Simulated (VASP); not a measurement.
# B (Pm-3m) in VASP: further runs, part 2 of 2

VASP 6.6.1. Earlier steps stand in the parts before.

## (4) Density of states, PBE

This run uses another cell than the first one, of 6.69 Å³/atom, 2.222 times its volume.

POSCAR reads:

```
B
1.0
    1.8842161757      0.0000000000      0.0000000000
    0.0000000000      1.8842161757      0.0000000000
    0.0000000000      0.0000000000      1.8842161757
B
1
Direct
    0.0000000000      0.0000000000      0.0000000000
```

INCAR.step1 reads:

```
ALGO = Normal
EDIFF = 1E-6
ENCUT = 520
GGA = PE
ISIF = 2
ISMEAR = -1
LASPH = True
LCHARG = True
LREAL = False
LWAVE = False
NBANDS = 8
NELM = 80
PREC = Accurate
SIGMA = 0.05
```

KPOINTS.step1 reads:

```
k-points
0
Gamma
  22 22 22
```

INCAR.step2 reads:

```
ALGO = Normal
EDIFF = 1E-6
ENCUT = 520
GGA = PE
ICHARG = 11
ISIF = 2
ISMEAR = -5
LASPH = True
LCHARG = False
LORBIT = 10
LREAL = False
LWAVE = False
NEDOS = 1001
NELM = 80
PREC = Accurate
SIGMA = 0.05
```

KPOINTS.step2 reads:

```
k-points
0
Gamma
  33 33 33
```

Potentials or basis: VASP PAW PBE potentials, release 64 (B).

Started as:

```sh
cat potpaw_PBE.64/B/POTCAR > POTCAR
cp INCAR.step1 INCAR
cp KPOINTS.step1 KPOINTS
mpirun -np 1 vasp_std > vasp.out
cp INCAR.step2 INCAR
cp KPOINTS.step2 KPOINTS
mpirun -np 1 vasp_std > vasp.out
```

OUTCAR:

```text
EDIFF = 1E-6
   ENCUT = 520
   GGA = PE
   ICHARG = 11
   ISIF = 2
   ISMEAR = -5
   LASPH = True
   LORBIT = 10
   LREAL = False
   NELM = 80
   PREC = Accurate

 ion  position               nearest neighbor table
   1  0.000  0.000  0.000-

  LATTYP: Found a simple cubic cell.
 ALAT       =     1.8842161757

  Lattice vectors:

 A1 = (   1.8842161757,   0.0000000000,   0.0000000000)
 A2 = (   0.0000000000,   1.8842161757,   0.0000000000)
 A3 = (   0.0000000000,   0.0000000000,   1.8842161757)

Analysis of symmetry for initial positions (statically):
=====================================================================
 Subroutine PRICEL returns:
 Original cell was already a primitive cell.

 Routine SETGRP: Setting up the symmetry group for a
 simple cubic supercell.

 Subroutine GETGRP returns: Found 48 space group operations
 (whereof 48 operations were pure point group operations)
 out of a pool of 48 trial point group operations.

The static configuration has the point symmetry O_h .

Analysis of symmetry for dynamics (positions and initial velocities):
=====================================================================
 Subroutine PRICEL returns:
 Original cell was already a primitive cell.

 Routine SETGRP: Setting up the symmetry group for a
 simple cubic supercell.

 Subroutine GETGRP returns: Found 48 space group operations
 (whereof 48 operations were pure point group operations)
 out of a pool of 48 trial point group operations.

The dynamic configuration has the point symmetry O_h .

 Subroutine INISYM returns: Found 48 space group operations
 (whereof 48 operations are pure point group operations),
 and found     1 'primitive' translations

----------------------------------------------------------------------------------------

                                     Primitive cell

  volume of cell :       6.6895

  direct lattice vectors                    reciprocal lattice vectors
     1.884216176  0.000000000  0.000000000     0.530724666  0.000000000  0.000000000
     0.000000000  1.884216176  0.000000000     0.000000000  0.530724666  0.000000000
     0.000000000  0.000000000  1.884216176     0.000000000  0.000000000  0.530724666

  length of vectors
     1.884216176  1.884216176  1.884216176     0.530724666  0.530724666  0.530724666

  position of ions in fractional coordinates (direct lattice)
     0.000000000  0.000000000  0.000000000

  ion indices of the primitive-cell ions
   primitive index   ion index
                 1           1

----------------------------------------------------------------------------------------

 KPOINTS: k-points

Automatic generation of k-mesh.
 Grid dimensions read from file:
 generate k-points for:   33   33   33

 Generating k-lattice:

  Cartesian coordinates                     Fractional coordinates (reciprocal lattice)
     0.016082566  0.000000000  0.000000000     0.030303030  0.000000000  0.000000000
     0.000000000  0.016082566  0.000000000     0.000000000  0.030303030  0.000000000
     0.000000000  0.000000000  0.016082566     0.000000000  0.000000000  0.030303030

  Length of vectors
     0.016082566  0.016082566  0.016082566

  Shift w.r.t. Gamma in fractional coordinates (k-lattice)
     0.000000000  0.000000000  0.000000000

 TETIRR: Found  17921 inequivalent tetrahedra from   215622

 Subroutine IBZKPT returns following result:
 ===========================================

 Found    969 irreducible k-points:

 Following reciprocal coordinates:
            Coordinates               Weight
  0.000000  0.000000  0.000000      1.000000
  0.030303  0.000000  0.000000      6.000000
  0.060606  0.000000  0.000000      6.000000
  0.090909  0.000000  0.000000      6.000000
  0.121212  0.000000  0.000000      6.000000
  0.151515  0.000000  0.000000      6.000000
[... 16 lines left out ...]
  0.181818  0.030303  0.000000     24.000000
  0.212121  0.030303  0.000000     24.000000
 [... further k-points ...]
   k-points           NKPTS =    969   k-points in BZ     NKDIM =    969   number of bands    NBANDS=      5
   number of dos      NEDOS =   1001   number of ions     NIONS =      1
   total plane-waves  NPLWV =   2744
   dimension x,y,z NGX =    14 NGY =   14 NGZ =   14
   dimension x,y,z NGXF=    28 NGYF=   28 NGZF=   28
   ions per type =               1
   NGX,Y,Z   is equivalent  to a cutoff of  12.35, 12.35, 12.35 a.u.
   NGXF,Y,Z  is equivalent  to a cutoff of  24.70, 24.70, 24.70 a.u.
 SYSTEM =  unknown system
   PREC   = accura    normal or accurate (medium, high low for compatibility)
   ISTART =      0    job   : 0-new  1-cont  2-samecut
   ICHARG =     11    charge: 1-file 2-atom 10-const
   ISPIN  =      1    spin polarized calculation?
   LNONCOLLINEAR =      F non collinear calculations
   LSORBIT =      F    spin-orbit coupling
   LASPH  =      T    aspherical Exc in radial PAW
   ENCUT  =  520.0 eV  38.22 Ry    6.18 a.u.   3.50  3.50  3.50*2*pi/ulx,y,z
   NELM   =     80;   NELMIN=  2; NELMDL=  0     # of ELM steps
   EDIFF  = 0.1E-05   stopping-criterion for ELM
   LREAL  =      F    real-space projection
   EDIFFG = 0.1E-04   stopping-criterion for IOM
   NSW    =      0    number of steps for IOM
   IBRION =     -1    ionic relax: 0-MD 1-quasi-New 2-CG
   NFREE  =      0    steps in history (QN), initial steepest desc. (CG)
   ISIF   =      2    stress and relaxation
   ISYM   =      2    0-nonsym 1-usesym 2-fastsym
   POTIM  = 0.5000    time-step for ionic-motion
   TEBEG  =    0.0;   TEEND  =   0.0 temperature during run
   PSTRESS=    0.0 pullay stress
   NELECT =       3.0000    total number of electrons
   NUPDOWN=      -1.0000    fix difference up-down
   EMIN   =  10.00;   EMAX   =-10.00  energy-range for DOS
   EFERMI =   0.00;   METHOD = LEGACY
   ISMEAR =    -5;   SIGMA  =   0.05  broadening in eV -4-tet -1-fermi 0-gaus
   EFERMI_NEDOS =   21; number of points for ismear=-14 and -15
   IALGO  =     38    algorithm
   IMIX   =      4    mixing-type and parameters
     AMIX     =   0.40;   BMIX     =  1.00
     AMIX_MAG =   1.60;   BMIX_MAG =  1.00
  volume/ion in A,a.u.               =       6.69        45.14
  Fermi-wavevector in a.u.,A,eV,Ry     =   1.253097  2.368009 21.364560  1.570251
  Thomas-Fermi vector in A             =   2.386966
   LORBIT       =     10    0 simple, 1 ext, 2 COOP (PROOUT), +10 PAW based schemes
   GGA     = PE    functional components
   LHFCALC =     F    Hartree Fock is set to
   AEXX    =    0.0000 exact exchange contribution
   IVDW    =     0    specifies the selected vdW correction
   LEPSILON=     F    determine dielectric tensor
   LRPA    =     F    only Hartree local field effects (RPA)
 non-spin polarized calculation
 Fermi weights with tetrahedron method with Bloechl corrections
  energy-cutoff  :      520.00
  volume of cell :        6.69
 maximum number of plane-waves:       191
 NGX is ok and might be reduce to    14

 number of electron       3.0000000 magnetization

 Free energy of the ion-electron system (eV)
  ---------------------------------------------------
  ext. energy  EPLUGINS =         0.00000000
  ---------------------------------------------------
  free energy    TOTEN  =        -5.60953954 eV

  energy without entropy =       -5.60953954  energy(sigma->0) =       -5.60953954

 E-fermi :   7.0412     XC(G=0): -12.3866

 val. band max:        7.0655229807   @ k =   0.3636   0.3636   0.1212
 cond. band min:       7.0527793214   @ k =   0.4848   0.4848   0.2424
 fundamental gap:     -0.0127436593
 Fermi energy:         7.0411937322

 k-point     1 :       0.0000    0.0000    0.0000
  band No.  band energies     occupation
      1      -8.7555      2.00000
      2      20.6668      0.00000
      3      20.6668      0.00000
      4      20.6668      0.00000
      5      31.1010      0.00000

 k-point     2 :       0.0303    0.0000    0.0000
  band No.  band energies     occupation
      1      -8.7242      2.00000
      2      20.3157      0.00000
      3      20.6931      0.00000
      4      20.6931      0.00000
      5      31.1375      0.00000
[... 169 lines left out ...]
 k-point    24 :       0.2121    0.0303    0.0000
  band No.  band energies     occupation
      1      -7.1962      2.00000
      2      12.1368      0.00000
      3      21.6046      0.00000
      4      21.9042      0.00000
      5      33.1448      0.00000

 [... further k-points ...]

------------------------ aborting loop because EDIFF is reached ----------------------------------------

  FORCE on cell =-STRESS in cart. coord.  units (eV):
  Direction    XX          YY          ZZ          XY          YZ          ZX
  --------------------------------------------------------------------------------------
  -------------------------------------------------------------------------------------
  Total        0.0130202      0.0130202      0.0130202     -0.0000000     -0.0000000      0.0000000
  in kB        3.1184229      3.1184229      3.1184229     -0.0000000     -0.0000000      0.0000000
  external PRESSURE =       3.1184229 kB  Pullay stress =       0.0000000 kB

 VOLUME and BASIS-vectors are now :
 -----------------------------------------------------------------------------
  energy-cutoff  :      520.00
  volume of cell :        6.69
      direct lattice vectors                 reciprocal lattice vectors
     1.884216176  0.000000000  0.000000000     0.530724666  0.000000000  0.000000000
     0.000000000  1.884216176  0.000000000     0.000000000  0.530724666  0.000000000
     0.000000000  0.000000000  1.884216176     0.000000000  0.000000000  0.530724666

 POSITION                                       TOTAL-FORCE (eV/Angst)
 -----------------------------------------------------------------------------------
      0.00000      0.00000      0.00000         0.000000      0.000000      0.000000
 -----------------------------------------------------------------------------------
    total drift:                                0.000000     -0.000000     -0.000000

  FREE ENERGIE OF THE ION-ELECTRON SYSTEM (eV)
  ---------------------------------------------------
  free  energy   TOTEN  =        -5.6095395426 eV

  energy  without entropy=       -5.6095395426  energy(sigma->0) =       -5.60953954

 total charge

# of ion       s       p       d       tot
------------------------------------------
    1        0.717   1.106   0.000   1.823
```

OUTCAR.step1:

```text
EDIFF = 1E-6
   ENCUT = 520
   GGA = PE
   ISIF = 2
   ISMEAR = -1
   LASPH = True
[... 478 lines left out ...]

 POSITION                                       TOTAL-FORCE (eV/Angst)
 -----------------------------------------------------------------------------------
      0.00000      0.00000      0.00000         0.000000      0.000000      0.000000
 -----------------------------------------------------------------------------------
    total drift:                                0.000000     -0.000000     -0.000000

  FREE ENERGIE OF THE ION-ELECTRON SYSTEM (eV)
  ---------------------------------------------------
  free  energy   TOTEN  =        -5.6110701515 eV

  energy  without entropy=       -5.6087870586  energy(sigma->0) =       -5.60992861
```

OSZICAR.step1:

```text
N       E                     dE             d eps       ncg     rms          rms(c)
DAV:   1    -0.350224429353E+01   -0.35022E+01   -0.15240E+03  6352   0.296E+02
DAV:   2    -0.562392806673E+01   -0.21217E+01   -0.19882E+01  7680   0.345E+01
DAV:   3    -0.562676792955E+01   -0.28399E-02   -0.28391E-02  6528   0.136E+00
DAV:   4    -0.562676804858E+01   -0.11903E-06   -0.11890E-06  8624   0.836E-03
DAV:   5    -0.562676804855E+01    0.30155E-10   -0.33495E-11  6296   0.233E-05    0.163E+00
DAV:   6    -0.561544540487E+01    0.11323E-01   -0.35109E-03  6616   0.351E-01    0.999E-01
DAV:   7    -0.561104700572E+01    0.43984E-02   -0.57156E-03  6688   0.464E-01    0.577E-02
DAV:   8    -0.561107102132E+01   -0.24016E-04   -0.37516E-05  6264   0.509E-02    0.117E-02
DAV:   9    -0.561107015148E+01    0.86984E-06   -0.36666E-06  7472   0.120E-02
   1 F= -.56110702E+01 E0= -.56099286E+01  d E =-.228309E-02
```

Wall time 44 s (1 thread of AMD EPYC 7R43 (Zen 3), shared host); peak memory 0.11 GiB.

What came out:

```
Valence electrons inside the program's atomic spheres : B 1.82
```

Caveat: tetrahedron occupations give inexact forces and stress in metals.
